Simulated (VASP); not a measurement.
Here is a VASP 6.6.1 calculation.

POSCAR

```
TeRu
1.0
    0.0000000000      2.9448166345      2.9448166345
    2.9448166345      0.0000000000      2.9448166345
    2.9448166345      2.9448166345      0.0000000000
Ru Te
1 1
Direct
    0.0000000000      0.0000000000      0.0000000000
    0.2500000000      0.2500000000      0.2500000000
```

File INCAR.step1:

```
PREC     = Accurate       # precision mode
ENCUT    = 520            # plane-wave cutoff, eV
ISMEAR   = 0              # smearing method
SIGMA    = 0.05           # smearing width, eV
LREAL    = F              # projectors in reciprocal space
LASPH    = T              # aspherical terms in the spheres
NELM     = 100            # most SCF steps
NBANDS   = 17             # bands
GGA      = PE             # functional
ALGO     = Normal         # electronic algorithm
EDIFF    = 1E-4           # SCF threshold, eV
LWAVE    = T              # write WAVECAR
LCHARG   = F              # write CHGCAR
```

File INCAR.step2:

```
PREC     = Accurate       # precision mode
ENCUT    = 520            # plane-wave cutoff, eV
EDIFF    = 1E-7           # SCF threshold, eV
ISMEAR   = 0              # smearing method
SIGMA    = 0.05           # smearing width, eV
LREAL    = F              # projectors in reciprocal space
LASPH    = T              # aspherical terms in the spheres
NELM     = 100            # most SCF steps
ALGO     = Normal         # electronic algorithm
ISIF     = 2              # what is computed and relaxed
LWAVE    = F              # write WAVECAR
LCHARG   = T              # write CHGCAR
METAGGA  = R2SCAN         # meta-GGA
LMIXTAU  = T            
LELF     = T              # ELF
LVHAR    = T            
NBANDS   = 17             # bands
ISTART   = 1
```

The input KPOINTS:

```
regular mesh
0
Gamma
  10 10 10
```

Potentials or basis: VASP PAW PBE potentials, release 64 (Ru_pv, Te).

Run with:

```console
$ cat potpaw_PBE.64/Ru_pv/POTCAR potpaw_PBE.64/Te/POTCAR > POTCAR
$ cp INCAR.step1 INCAR
$ mpirun -np 1 vasp_std > vasp.out
$ cp INCAR.step2 INCAR
$ mpirun -np 1 vasp_std > vasp.out
```

Problem. Predict the pressure.

Solution. -2.1 GPa.

Problem. Estimate the band gap on the k mesh.

Solution. Zero (band 10 reaches 10.28 eV, above the bottom of band 11 at 6.54 eV).

Caveat: the PAW data sets were made with another functional, which shifts forces and pressure a little; spin-orbit coupling is left out, which moves the levels of the heavy elements.
